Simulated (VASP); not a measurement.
Crystal: SnPt3.

```
Sn Pt
1.0
     4.06060    0.00000    0.00000
     0.00000    4.06060    0.00000
     0.00000    0.00000    4.06060
Sn Pt
1 3
Direct
  0.00000 0.00000 0.00000
  0.00000 0.50000 0.50000
  0.50000 0.00000 0.50000
  0.50000 0.50000 0.00000
```

* Program: VASP 6.6.1
* Task: relaxation of cell and atoms
* Functional: LDA
* Potentials or basis: VASP PAW LDA potentials, release 64 (Sn_d, Pt)
* Cutoff: 600 eV
* k mesh: 10 × 10 × 10
* Occupations: gaussian, width 0.1 eV
* Spin: no spin polarisation

At the start: pressure -12.0 GPa; volume 16.74 Å³/atom.

Question: Where does the relaxation end?

Answer: Over 7 steps the energy falls by 36.5 meV/atom and the volume is 15.82 Å³/atom (-5.5 %); space group Pm-3m (No. 221, to 0.05 Å).

The path:
```csv
step,energy change (eV),largest force (eV/Å),pressure (GPa),volume (Å³)
1,0.0000,0.0000,-11.98,66.95
2,0.8007,0.0000,45.01,55.54
3,-0.1458,0.0000,-0.63,63.42
4,-0.1462,0.0000,-0.13,63.29
5,-0.1462,0.0000,0.14,63.22
6,-0.1461,0.0000,-0.28,63.33
7,-0.1462,0.0000,-0.01,63.26
```

Final structure:
```yaml
crystal:
  lattice:
    - [3.98456, 0.00000, 0.00000]
    - [0.00000, 3.98456, 0.00000]
    - [0.00000, 0.00000, 3.98456]
  atoms:
    - { symbol: Sn, position: [0.00000, 0.00000, 0.00000] }
    - { symbol: Pt, position: [0.00000, 0.50000, 0.50000] }
    - { symbol: Pt, position: [0.50000, 0.00000, 0.50000] }
    - { symbol: Pt, position: [0.50000, 0.50000, 0.00000] }
```
